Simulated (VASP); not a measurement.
MgS:

```xyz
2
Lattice="3.2740 0.0000 0.0000 0.0000 3.2740 0.0000 0.0000 0.0000 3.2740" Properties=species:S:1:pos:R:3 pbc="T T T"
Mg    0.0000    0.0000    0.0000
S     1.6370    1.6370    1.6370
```

```yaml
Program: VASP 6.6.1
Task: relaxation of cell and atoms
Functional: LDA
Potentials_or_basis: VASP PAW LDA potentials, release 64 (Mg_sv, S)
Cutoff: 840 eV
k_mesh: 8 × 8 × 8
Occupations: fermi-dirac, width 0.02 eV
Spin: no spin polarisation
```

At the start: pressure -4.1 GPa; volume 17.55 Å³/atom.

Task: Where does the relaxation end?

Result: Over 3 steps the energy falls by 13.0 meV/atom and the volume is 16.58 Å³/atom (-5.5 %); space group Pm-3m (No. 221, to 0.1 Å) before and after.

Step by step:
```tsv
step	energy change (eV)	largest force (eV/Å)	pressure (GPa)	volume (Å³)
1	0.0000	0.0000	-4.14	35.09
2	-0.0253	0.0000	0.79	32.84
3	-0.0261	0.0000	-0.02	33.16
```

Final structure:
```
Mg S
1.0
     3.21260    0.00000    0.00000
     0.00000    3.21260    0.00000
     0.00000    0.00000    3.21260
Mg S
1 1
Direct
  0.00000 0.00000 0.00000
  0.50000 0.50000 0.50000
```

Caveat: the structure was generated, so it needn't be the stable form of MgS.
